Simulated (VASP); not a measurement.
Li, 2 atoms in the cell. Symmetry: P6_3/mmc, No. 194, hexagonal system. The conventional cell has a = 3.109 Å, b = 3.109 Å, c = 5.078 Å, α = 90.00°, β = 90.00°, γ = 120.00°. Within 4.1 Å of Li (site symmetry -6m2) lie 12 Li at 3.11 Å. 

```yaml
Program: VASP 6.6.1
Task: relaxation of cell and atoms
Functional: PBE
Potentials_or_basis: VASP PAW PBE potentials, release 64 (Li_sv)
Cutoff: 600 eV
k_mesh: 16 × 16 × 8
Occupations: gaussian, width 0.05 eV
Spin: no spin polarisation
Dipole_correction: no
Further_INCAR_settings: ALGO = Normal; EDIFF = 1e-07; IBRION = 2; EDIFFG = -0.01; NSW = 80; ISIF = 3
```

Potentials or basis: VASP PAW PBE potentials, release 64 (Li_sv).

Launch:

```bash
$ cat potpaw_PBE.64/Li_sv/POTCAR > POTCAR
$ mpirun -np 1 vasp_std > vasp.out
```

Hardware: 1 thread of Intel(R) Xeon(R) Platinum 8488C (Sapphire Rapids), on a shared host.

How long does it take, and how much memory?

It took 2.6 min on 1 thread of Intel(R) Xeon(R) Platinum 8488C (Sapphire Rapids), on a shared host, peak memory 0.19 GiB. Counts: scf iterations 28, k points 150, ion steps 3.
